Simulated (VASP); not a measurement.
# K2HfSe3 (P-3m1) in VASP: notebook, part 2 of 2

VASP 6.6.1.

## (3) Single point, PBE

This run uses another cell than the first one, of 24.80 Å³/atom, 1.029 times its volume.

INCAR

```
  ALGO = Normal
  EDIFF = 1E-6
  ENCUT = 520
  GGA = PE
  ISIF = 2
  ISMEAR = 0
  LASPH = True
  LCHARG = False
  LREAL = False
  LWAVE = False
  NBANDS = 32
  NELM = 100
  PREC = Accurate
  SIGMA = 0.1
```

KPOINTS

```
k-points
0
Gamma
  6 6 2
```

POSCAR

```
K2HfSe3
1.0
    4.6809473800      0.0000000000      0.0000000000
   -2.3404736900      4.0538193500      0.0000000000
    0.0000000000      0.0000000000      7.8426514700
K Hf Se
2 1 3
Direct
    0.6666666700      0.3333333300      0.7006975400
    0.3333333300      0.6666666700      0.2993024600
    0.0000000000      0.0000000000      0.0000000000
    0.6666666700      0.3333333300      0.3462188200
    0.3333333300      0.6666666700      0.6537811800
    0.0000000000      0.0000000000      0.5000000000
```

Potentials or basis: VASP PAW PBE potentials, release 64 (K_sv, Hf_pv, Se).

The run is started by

```console
$ cat potpaw_PBE.64/K_sv/POTCAR potpaw_PBE.64/Hf_pv/POTCAR potpaw_PBE.64/Se/POTCAR > POTCAR
$ mpirun -np 1 vasp_std > vasp.out
```

OUTCAR:

```text
EDIFF = 1E-6
   ENCUT = 520
   GGA = PE
   ISIF = 2
   ISMEAR = 0
   LASPH = True
   LREAL = False
   NELM = 100
   PREC = Accurate

 ion  position               nearest neighbor table
   1  0.667  0.333  0.701-   5 2.73   5 2.73   5 2.73   4 2.78   6 3.13   6 3.13   6 3.13   3 3.58
                             3 3.58   3 3.58
   2  0.333  0.667  0.299-   4 2.73   4 2.73   4 2.73   5 2.78   6 3.13   6 3.13   6 3.13   3 3.58
                             3 3.58   3 3.58
[... 689 lines left out ...]
  -------------------------------------------------------------------------------------
  Total       14.1008299     14.1008300      6.1947127     -0.0000000     -0.0000000      0.0000000
  in kB      151.8078367    151.8078371     66.6915313     -0.0000000     -0.0000000      0.0000000
  external PRESSURE =     123.4357351 kB  Pullay stress =       0.0000000 kB

 VOLUME and BASIS-vectors are now :
 -----------------------------------------------------------------------------
  energy-cutoff  :      520.00
  volume of cell :      148.82
      direct lattice vectors                 reciprocal lattice vectors
     4.680947380  0.000000000  0.000000000     0.213631968  0.123340474  0.000000000
    -2.340473690  4.053819350  0.000000000     0.000000000  0.246680948  0.000000000
     0.000000000  0.000000000  7.842651470     0.000000000  0.000000000  0.127507898

 POSITION                                       TOTAL-FORCE (eV/Angst)
 -----------------------------------------------------------------------------------
      2.34047      1.35127      5.49533        -0.000000      0.000000      1.537932
     -0.00000      2.70255      2.34732         0.000000      0.000000     -1.537932
      0.00000      0.00000      0.00000         0.000000      0.000000      0.000000
      2.34047      1.35127      2.71527         0.000000      0.000000     -2.173350
     -0.00000      2.70255      5.12738        -0.000000     -0.000000      2.173350
      0.00000      0.00000      3.92133         0.000000      0.000000      0.000000
 -----------------------------------------------------------------------------------
    total drift:                               -0.000000     -0.000000      0.000000

  FREE ENERGIE OF THE ION-ELECTRON SYSTEM (eV)
  ---------------------------------------------------
  free  energy   TOTEN  =       -16.9404442885 eV

  energy  without entropy=      -16.9094057708  energy(sigma->0) =      -16.92492503
```

OSZICAR:

```text
N       E                     dE             d eps       ncg     rms          rms(c)
DAV:   1     0.303965460535E+03    0.30397E+03   -0.21565E+04   896   0.129E+03
DAV:   2     0.351984816229E+01   -0.30045E+03   -0.28619E+03  1064   0.338E+02
DAV:   3    -0.223800658429E+02   -0.25900E+02   -0.25154E+02  1448   0.770E+01
DAV:   4    -0.232195019158E+02   -0.83944E+00   -0.83465E+00  1256   0.113E+01
DAV:   5    -0.232475673534E+02   -0.28065E-01   -0.28057E-01  1280   0.191E+00    0.201E+01
DAV:   6    -0.224023667768E+02    0.84520E+00   -0.48889E+01   968   0.158E+01    0.187E+01
DAV:   7    -0.177651071903E+02    0.46373E+01   -0.13321E+01  1024   0.136E+01    0.123E+01
DAV:   8    -0.174894702084E+02    0.27564E+00   -0.31112E+00   984   0.619E+00    0.516E+00
DAV:   9    -0.170083884534E+02    0.48108E+00   -0.35093E+00  1040   0.372E+00    0.195E+00
DAV:  10    -0.169431657115E+02    0.65223E-01   -0.18148E-01  1056   0.149E+00    0.651E-01
DAV:  11    -0.169438640279E+02   -0.69832E-03   -0.14658E-02  1072   0.510E-01    0.585E-01
DAV:  12    -0.169406340552E+02    0.32300E-02   -0.11444E-02   928   0.390E-01    0.133E-01
DAV:  13    -0.169404568491E+02    0.17721E-03   -0.96958E-04  1112   0.181E-01    0.764E-02
DAV:  14    -0.169404538341E+02    0.30150E-05   -0.21617E-04  1072   0.626E-02    0.422E-02
DAV:  15    -0.169404430677E+02    0.10766E-04   -0.62380E-05  1000   0.322E-02    0.210E-02
DAV:  16    -0.169404447285E+02   -0.16608E-05   -0.52244E-06  1016   0.117E-02    0.602E-03
DAV:  17    -0.169404442885E+02    0.43997E-06   -0.73689E-07   456   0.417E-03
   1 F= -.16940444E+02 E0= -.16924925E+02  d E =-.310385E-01
```

stdout:

```text
POSCAR found type information on POSCAR K HfSe
 POSCAR found :  3 types and       6 ions
 scaLAPACK will be used
 LDA part: xc-table for (Slater+PW92), standard interpolation
 POSCAR, INCAR and KPOINTS ok, starting setup
 FFT: planning ... GRIDC
 FFT: planning ... GRID_SOFT
 FFT: planning ... GRID
 WAVECAR not read
 entering main loop
```

Wall time 40 s (1 thread of Intel Xeon 6975P-C (Granite Rapids), shared host); peak memory 0.28 GiB.

Results:

| Item | Value |
| --- | --- |
| Free energy | -16.9404 eV |
| Pressure | 12.3 GPa |
| Largest force | 2.173 eV/Å |
| Band gap on the k mesh | zero (band 23 reaches 3.56 eV, above the bottom of band 24 at 3.28 eV) |

Forces in eV/Å, atoms in the order of the input:
```
K    0.000  0.000  1.538
K    0.000  0.000 -1.538
Hf   0.000  0.000  0.000
Se   0.000  0.000 -2.173
Se   0.000  0.000  2.173
Se   0.000  0.000  0.000
```

Caveat: the k points lie up to 0.40 Å⁻¹ apart; spin-orbit coupling is left out, which moves the levels of the heavy elements; forces of over 1 eV/Å act on the atoms, so gaps and moduli don't describe the material at rest.

## (4) Single point, PBE

This run uses another cell than the first one, of 24.01 Å³/atom, 0.997 times its volume.

INCAR

```
SYSTEM = K2HfSe3
PREC = Accurate
ENCUT = 520
EDIFF = 1E-6
ISMEAR = 0
SIGMA = 0.1
LREAL = .FALSE.
LASPH = .TRUE.
NELM = 100
ALGO = Normal
ISIF = 2
LWAVE = .FALSE.
LCHARG = .FALSE.
GGA = PE
NBANDS = 32
```

KPOINTS

```
Automatic mesh
0
G
  6 6 4
  0 0 0
```

POSCAR

```
K2HfSe3
1.0
    5.1945289992      0.0000000000      0.0000000000
   -2.5972644996      4.4985940740      0.0000000000
    0.0000000000      0.0000000000      6.1650460339
K Hf Se
2 1 3
Direct
    0.6666666667      0.3333333333      0.5990256555
    0.3333333333      0.6666666667      0.4009743445
    0.0000000000      0.0000000000      0.0000000000
    0.6666666667      0.3333333333      0.0841978612
    0.3333333333      0.6666666667      0.9158021388
    0.0000000000      0.0000000000      0.5000000000
```

The run is started by

```console
$ cat potpaw_PBE.64/K_sv/POTCAR potpaw_PBE.64/Hf_pv/POTCAR potpaw_PBE.64/Se/POTCAR > POTCAR
$ mpirun -np 1 vasp_std > vasp.out
```

It took 77 s on 1 thread of Intel Xeon 6975P-C (Granite Rapids), shared host; peak memory 0.32 GiB.

It converged, with:

```yaml
Free_energy: -27.3153 eV
Pressure: 0.0 GPa
Largest_force: 0.010 eV/Å
Band_gap_on_the_k_mesh: zero (band 23 reaches 3.73 eV, above the bottom of band 24 at 3.63 eV)
```

Forces on the atoms (eV/Å):
```
K    0.000  0.000 -0.010
K    0.000  0.000  0.010
Hf   0.000  0.000  0.000
Se   0.000  0.000 -0.006
Se   0.000  0.000  0.006
Se   0.000  0.000  0.000
```

Levels at points of the mesh, in eV from the Fermi level:
```tsv
k point	band 19	band 20	band 21	band 22	band 23	band 24	band 25	band 26	band 27	band 28
(0.00, 0.00, 0.00)	-2.61	-1.83	-1.38	-0.96	-0.96	0.04	0.04	0.31	1.82	3.25
(0.50, 0.00, 0.00)	-2.37	-2.00	-1.92	-1.84	-0.14	0.10	0.53	0.92	1.27	3.13
(0.00, 0.00, 0.50)	-2.39	-2.39	-2.13	-1.59	-1.59	0.85	0.85	1.88	3.23	3.23
(0.50, 0.00, 0.50)	-2.81	-2.58	-1.51	-1.42	-0.76	0.73	1.16	1.35	3.19	3.32
```

Caveat: spin-orbit coupling is left out, which moves the levels of the heavy elements.

## (5) Summary

```csv
cell,k mesh,gap on the mesh (eV),pressure (GPa),largest force (eV/Å)
"a = 5.182, b = 5.182, c = 6.216 Å, angles 90.0, 90.0, 120.0°, 6 atoms",6 × 6 × 2,none,0.0,0.03
"a = 4.681, b = 4.681, c = 7.843 Å, angles 90.0, 90.0, 120.0°, 6 atoms",6 × 6 × 2,none,12.3,2.17
"a = 5.195, b = 5.195, c = 6.165 Å, angles 90.0, 90.0, 120.0°, 6 atoms",6 × 6 × 4,none,0.0,0.01
```

Alike in all rows: task single point; level PBE; potentials or basis VASP PAW PBE potentials, release 64 (K_sv, Hf_pv, Se); no spin polarisation; cutoff (eV) 520; smearing gaussian 0.1 eV.

Caveats: some runs use coarse meshes; spin-orbit coupling is left out, which moves the levels of the heavy elements; forces of over 1 eV/Å act on the atoms, so gaps and moduli don't describe the material at rest (some runs).

Total energies depend on the potentials used, so only differences within one code and one set of settings carry meaning.
